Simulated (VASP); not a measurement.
# H13O6F in VASP: further runs

The runs below take H13O6F through single point, with r2SCAN.

Program: VASP 6.6.1. These are calculated values, not measurements. Logs are shortened: lines on timing, memory, paths and dates and some standing lists are left out, and cuts for length are marked.

**1. The cell of the first run**

The cell holds a disordered packing, 20 atoms: a = 6.528 Å, b = 6.528 Å, c = 6.528 Å, α = 90.00°, β = 90.00°, γ = 90.00°.

**2. Single point, r2SCAN**

File POSCAR:

```
H13O6F
1.0
    6.5280840000      0.0000000000      0.0000000000
    0.0000000000      6.5280840000      0.0000000000
    0.0000000000      0.0000000000      6.5280840000
O H F
6 13 1
Direct
    0.1883094642      0.0231001930      0.6409537622
    0.1233286827      0.3829148032      0.8491465490
    0.7707008672      0.5747628247      0.7751585304
    0.0029258202      0.2775699577      0.2064924410
    0.5958409849      0.2326869568      1.0929087310
    0.3053882272      0.9606953587      0.2400244850
    0.1867469843      0.1648416289      0.6701813273
    0.1491861931     -0.0352630266      0.7747602512
    0.0904706496      0.3271250799      0.9858941766
    0.2489244930      0.4549880179      0.8633007786
    0.7050001195      0.5996093188      0.6452888780
    0.8936006338      0.4915531111      0.7659674722
   -0.1464595125      0.2594176178      0.2182723139
    0.0603699340      0.1495385170      0.2566143450
    0.6819305634      0.2301440974      0.9695187746
    0.4982932205      0.1214751526      1.0896459053
    0.2203556204      0.8525931958      0.2040721290
    0.3167238657      0.9610630010      0.3859172155
    0.8953162980      0.7501282153     -0.0889234881
    0.9846840206      0.8378721842     -0.0165745416
```

File INCAR.step1:

```
SYSTEM = H13O6F
PREC = Accurate ; ENCUT = 520
ISMEAR = -1 ; SIGMA = 0.02
LREAL = Auto ; LASPH = .TRUE.
NELM = 100 ; NBANDS = 44
GGA = PE ; ALGO = Normal
EDIFF = 1E-4 ; LWAVE = .TRUE.
LCHARG = .FALSE.
```

File INCAR.step2:

```
SYSTEM = H13O6F
PREC = Accurate ; ENCUT = 520
EDIFF = 1E-6 ; ISMEAR = -1
SIGMA = 0.02 ; LREAL = Auto
LASPH = .TRUE. ; NELM = 100
ALGO = Normal ; ISIF = 2
LWAVE = .FALSE. ; LCHARG = .TRUE.
METAGGA = R2SCAN ; LMIXTAU = .TRUE.
LELF = .TRUE. ; LVHAR = .TRUE.
NBANDS = 44 ; ISTART = 1
```

File KPOINTS:

```
regular mesh
0
G
  1 1 1
  0 0 0
```

Potentials or basis: VASP PAW PBE potentials, release 64 (O, H, F).

Command:

```bash
cat potpaw_PBE.64/O/POTCAR potpaw_PBE.64/H/POTCAR potpaw_PBE.64/F/POTCAR > POTCAR
cp INCAR.step1 INCAR
mpirun -np 1 vasp_gam > vasp.out
cp INCAR.step2 INCAR
mpirun -np 1 vasp_gam > vasp.out
```

OUTCAR:

```text
SYSTEM = H13O6F
   PREC = Accurate
   ENCUT = 520
   EDIFF = 1E-6
   ISMEAR = -1
   LREAL = Auto
   LASPH = .TRUE.
   NELM = 100
   ISIF = 2
   METAGGA = R2SCAN
   ISTART = 1

 ion  position               nearest neighbor table
   1  0.188  0.023  0.641-   7 0.94   8 0.99
   2  0.123  0.383  0.849-  10 0.95   9 0.99
   3  0.771  0.575  0.775-  11 0.96  12 0.97
   4  0.003  0.278  0.206-  14 0.97  13 0.99
   5  0.596  0.233  0.093-  16 0.97  15 0.98
   6  0.305  0.961  0.240-  17 0.93  18 0.96
   7  0.187  0.165  0.670-   1 0.94
   8  0.149  0.965  0.775-   1 0.99
   9  0.090  0.327  0.986-   2 0.99
  10  0.249  0.455  0.863-   2 0.95
  11  0.705  0.600  0.645-   3 0.96
  12  0.894  0.492  0.766-   3 0.97
  13  0.854  0.259  0.218-   4 0.99
  14  0.060  0.150  0.257-   4 0.97
  15  0.682  0.230  0.970-   5 0.98
  16  0.498  0.121  0.090-   5 0.97
  17  0.220  0.853  0.204-   6 0.93
  18  0.317  0.961  0.386-   6 0.96
  19  0.895  0.750  0.911-  20 0.94
  20  0.985  0.838  0.983-  19 0.94

  LATTYP: Found a simple cubic cell.
 ALAT       =     6.5280840000

  Lattice vectors:

 A1 = (   6.5280840000,   0.0000000000,   0.0000000000)
 A2 = (   0.0000000000,   6.5280840000,   0.0000000000)
 A3 = (   0.0000000000,   0.0000000000,   6.5280840000)

Analysis of symmetry for initial positions (statically):
=====================================================================
 Subroutine PRICEL returns:
 Original cell was already a primitive cell.

 Routine SETGRP: Setting up the symmetry group for a
 simple cubic supercell.

 Subroutine GETGRP returns: Found  1 space group operations
 (whereof  1 operations were pure point group operations)
 out of a pool of 48 trial point group operations.

The static configuration has the point symmetry C_1 .

Analysis of symmetry for dynamics (positions and initial velocities):
=====================================================================
 Subroutine PRICEL returns:
 Original cell was already a primitive cell.

 Routine SETGRP: Setting up the symmetry group for a
 simple cubic supercell.

 Subroutine GETGRP returns: Found  1 space group operations
 (whereof  1 operations were pure point group operations)
 out of a pool of 48 trial point group operations.

[... 111 lines left out ...]
   NELM   =    100;   NELMIN=  2; NELMDL=  0     # of ELM steps
   EDIFF  = 0.1E-05   stopping-criterion for ELM
   LREAL  =      T    real-space projection
   EDIFFG = 0.1E-04   stopping-criterion for IOM
   NSW    =      0    number of steps for IOM
   IBRION =     -1    ionic relax: 0-MD 1-quasi-New 2-CG
   NFREE  =      0    steps in history (QN), initial steepest desc. (CG)
   ISIF   =      2    stress and relaxation
   ISYM   =      2    0-nonsym 1-usesym 2-fastsym
   POTIM  = 0.5000    time-step for ionic-motion
   TEBEG  =    0.0;   TEEND  =   0.0 temperature during run
   PSTRESS=    0.0 pullay stress
   NELECT =      56.0000    total number of electrons
   NUPDOWN=      -1.0000    fix difference up-down
   EMIN   =  10.00;   EMAX   =-10.00  energy-range for DOS
   EFERMI =   0.00;   METHOD = LEGACY
   ISMEAR =    -1;   SIGMA  =   0.02  broadening in eV -4-tet -1-fermi 0-gaus
   EFERMI_NEDOS =   21; number of points for ismear=-14 and -15
   IALGO  =     38    algorithm
   IMIX   =      4    mixing-type and parameters
     AMIX     =   0.40;   BMIX     =  1.00
     AMIX_MAG =   1.60;   BMIX_MAG =  1.00
  volume/ion in A,a.u.               =      13.91        93.87
  Fermi-wavevector in a.u.,A,eV,Ry     =   0.959441  1.813081 12.524540  0.920528
  Thomas-Fermi vector in A             =   2.088638
   LORBIT       =      0    0 simple, 1 ext, 2 COOP (PROOUT), +10 PAW based schemes
   METAGGA = R2SCAN    functional components
   LHFCALC =     F    Hartree Fock is set to
   AEXX    =    0.0000 exact exchange contribution
   IVDW    =     0    specifies the selected vdW correction
   LEPSILON=     F    determine dielectric tensor
   LRPA    =     F    only Hartree local field effects (RPA)
 non-spin polarized calculation
  energy-cutoff  :      520.00
  volume of cell :      278.20
 maximum number of plane-waves:      3749
 NGX is ok and might be reduce to    50
   NGX = 25   NGY = 25   NGZ = 25

 number of electron      56.0000000 magnetization

 Free energy of the ion-electron system (eV)
  ---------------------------------------------------
  ext. energy  EPLUGINS =         0.00000000
  ---------------------------------------------------
  free energy    TOTEN  =      -103.94432543 eV

  energy without entropy =     -103.94432543  energy(sigma->0) =     -103.94432543

 E-fermi :  -4.4989     XC(G=0):  -5.5720

 val. band max:       -5.0919159488   @ k =   0.0000   0.0000   0.0000
 cond. band min:       0.4457680927   @ k =   0.0000   0.0000   0.0000
 fundamental gap:      5.5376840415
 Fermi energy:        -4.4989405397

 k-point     1 :       0.0000    0.0000    0.0000
  band No.  band energies     occupation
      1     -29.2212      2.00000
      2     -25.0556      2.00000
      3     -24.8613      2.00000
      4     -24.6586      2.00000
      5     -24.2625      2.00000
      6     -24.0651      2.00000
[... 32 lines left out ...]
     39       6.6142      0.00000
     40       6.6853      0.00000
 [bands above 40 left out]

------------------------ aborting loop because EDIFF is reached ----------------------------------------

  FORCE on cell =-STRESS in cart. coord.  units (eV):
  Direction    XX          YY          ZZ          XY          YZ          ZX
  --------------------------------------------------------------------------------------
  -------------------------------------------------------------------------------------
  Total        0.0339845      3.7400868      0.3698498      1.1411743      1.2109866      0.6697820
  in kB        0.1957194     21.5394724      2.1299959      6.5721180      6.9741733      3.8573307
  external PRESSURE =       7.9550626 kB  Pullay stress =       0.0000000 kB

 VOLUME and BASIS-vectors are now :
 -----------------------------------------------------------------------------
  energy-cutoff  :      520.00
  volume of cell :      278.20
      direct lattice vectors                 reciprocal lattice vectors
     6.528084000  0.000000000  0.000000000     0.153184303  0.000000000  0.000000000
     0.000000000  6.528084000  0.000000000     0.000000000  0.153184303  0.000000000
     0.000000000  0.000000000  6.528084000     0.000000000  0.000000000  0.153184303

 POSITION                                       TOTAL-FORCE (eV/Angst)
 -----------------------------------------------------------------------------------
      1.22930      0.15080      4.18420        -0.048940     -1.761273      0.460546
      0.80510      2.49970      5.54330        -0.333218     -0.208889     -0.809893
      5.03120      3.75210      5.06030        -0.560368      0.676237      0.624481
      0.01910      1.81200      1.34800        -0.666847     -0.318844      0.538327
      3.88970      1.51900      0.60652         0.848562      0.531998     -0.610568
      1.99360      6.27150      1.56690         1.331681      1.584116     -0.384484
[... 12 lines left out ...]
      5.84470      4.89690      5.94758        -0.806812     -0.743844     -0.678054
      6.42810      5.46970      6.41988         0.585636      0.601737      0.474046
 -----------------------------------------------------------------------------------
    total drift:                                0.005073      0.001628      0.007577

  FREE ENERGIE OF THE ION-ELECTRON SYSTEM (eV)
  ---------------------------------------------------
  free  energy   TOTEN  =      -103.9443254262 eV

  energy  without entropy=     -103.9443254262  energy(sigma->0) =     -103.94432543
```

Wall time 2.2 min (1 thread of Intel Xeon Platinum 8488C (Sapphire Rapids), shared host); peak memory 0.35 GiB.

Results:

```
Free energy   : -103.9443 eV
Pressure      : 0.8 GPa
Largest force : 2.179 eV/Å
```

Forces on the atoms (eV/Å):
```
O   -0.049 -1.761  0.461
O   -0.333 -0.209 -0.810
O   -0.560  0.676  0.624
O   -0.667 -0.319  0.538
O    0.849  0.532 -0.611
O    1.332  1.584 -0.384
H   -0.115  1.497  0.313
H    0.120  0.085 -0.863
H   -0.225 -0.003  0.553
H    0.635  0.439  0.137
H    0.430 -0.149 -0.026
H    0.527 -0.302 -0.435
H    0.338  0.118 -0.199
H    0.310  0.111 -0.120
H   -0.847 -0.140  0.569
H   -0.090 -0.354  0.096
H   -1.287 -1.659 -0.584
H   -0.145 -0.004  0.945
H   -0.807 -0.744 -0.678
F    0.586  0.602  0.474
```

Caveat: the k points lie up to 0.96 Å⁻¹ apart; the atoms stand as in a frame of molecular dynamics; the PAW data sets were made with another functional, which shifts forces and pressure a little.

**3. Single point, r2SCAN**

File POSCAR:

```
H13O6F
1.0
    6.5280840000      0.0000000000      0.0000000000
    0.0000000000      6.5280840000      0.0000000000
    0.0000000000      0.0000000000      6.5280840000
O H F
6 13 1
Direct
    0.1816612654      0.0253213654      0.6390236400
    0.1219500239      0.3864380422      0.8518425927
    0.7657530142      0.5661691853      0.7738105086
    0.0090531923      0.2698341504      0.2099390878
    0.5965149958      0.2344332579      1.0928474572
    0.3069507071      0.9701774671      0.2372824859
    0.1718727884      0.1673691699      0.6811493234
    0.1802519698     -0.0498155355      0.7722020734
    0.0653943791      0.3415397228      0.9845614732
    0.2351838610      0.4674878571      0.9043388535
    0.7394512693      0.5914752322      0.6299551293
    0.8887140545      0.4807076625      0.7631795179
   -0.1389228447      0.2575794061      0.2171387501
    0.0768372466      0.1401176823      0.2494912749
    0.6396210588      0.2059409775      0.9569270248
    0.5042674083      0.1188097457      1.1266705514
    0.2473007394      0.8419928420      0.1911433738
    0.2822573974      0.9710046623      0.3920752245
    0.9067898023      0.7562555874     -0.1017909696
    0.9886514941      0.8392814798     -0.0180144741
```

File INCAR.step1:

```
SYSTEM = H13O6F
PREC     = Accurate       ! precision mode
ENCUT    = 520            ! plane-wave cutoff, eV
ISMEAR   = -1             ! smearing method
SIGMA    = 0.02           ! smearing width, eV
LREAL    = Auto         
LASPH    = .True.         ! aspherical terms in the spheres
NELM     = 100            ! most SCF steps
NBANDS   = 44             ! bands
GGA      = PE             ! functional
ALGO     = Normal         ! electronic algorithm
EDIFF    = 1E-4           ! SCF threshold, eV
LWAVE    = .True.         ! write WAVECAR
LCHARG   = .False.        ! write CHGCAR
```

File INCAR.step2:

```
SYSTEM = H13O6F
PREC     = Accurate       ! precision mode
ENCUT    = 520            ! plane-wave cutoff, eV
EDIFF    = 1E-6           ! SCF threshold, eV
ISMEAR   = -1             ! smearing method
SIGMA    = 0.02           ! smearing width, eV
LREAL    = Auto         
LASPH    = .True.         ! aspherical terms in the spheres
NELM     = 100            ! most SCF steps
ALGO     = Normal         ! electronic algorithm
ISIF     = 2              ! what is computed and relaxed
LWAVE    = .False.        ! write WAVECAR
LCHARG   = .False.        ! write CHGCAR
METAGGA  = R2SCAN         ! meta-GGA
LMIXTAU  = .True.       
NBANDS   = 44             ! bands
ISTART   = 1
```

File KPOINTS:

```
Automatic mesh
0
Gamma
  1 1 1
  0 0 0
```

Potentials or basis: VASP PAW PBE potentials, release 64 (O, H, F).

Command:

```bash
cat potpaw_PBE.64/O/POTCAR potpaw_PBE.64/H/POTCAR potpaw_PBE.64/F/POTCAR > POTCAR
cp INCAR.step1 INCAR
mpirun -np 1 vasp_gam > vasp.out
cp INCAR.step2 INCAR
mpirun -np 1 vasp_gam > vasp.out
```

It took 1.9 min on 1 thread of Intel Xeon Platinum 8488C (Sapphire Rapids), shared host; peak memory 0.36 GiB.

The run converged. Its results:

- Free energy: -103.9547 eV
- Pressure: -0.4 GPa
- Largest force: 1.874 eV/Å

Forces in eV/Å, atoms in the order of the input:
```
O    0.198 -1.030  0.848
O    0.657  0.498 -0.228
O    0.220  0.271 -0.606
O    0.285 -0.153  0.472
O   -0.544 -0.452  0.760
O   -0.418 -0.473  1.764
H   -0.030  0.349  0.222
H   -0.167  0.663 -1.336
H   -0.318 -0.699  0.681
H    0.035 -0.065 -0.566
H   -0.340  0.269  0.133
H    0.355 -0.030  0.508
H   -0.214 -0.355 -0.090
H   -0.422  0.677 -0.494
H    0.318  0.053 -0.824
H    0.221  0.528  0.171
H    0.070  0.282 -0.026
H    0.350  0.043 -1.249
H   -0.932 -0.928 -0.668
F    0.676  0.554  0.526
```

Stress tensor (GPa, compression positive):
```
 0.12 -0.02 -0.11
-0.02 -0.17 -0.06
-0.11 -0.06 -1.07
```

Levels at points of the mesh, in eV from the Fermi level:
```tsv
k point	band 25	band 26	band 27	band 28	band 29	band 30	band 31	band 32
(0.00, 0.00, 0.00)	-1.18	-0.96	-0.87	-0.51	4.84	7.80	8.11	8.67
```

Caveat: the k points lie up to 0.96 Å⁻¹ apart; the atoms stand as in a frame of molecular dynamics; the PAW data sets were made with another functional, which shifts forces and pressure a little.
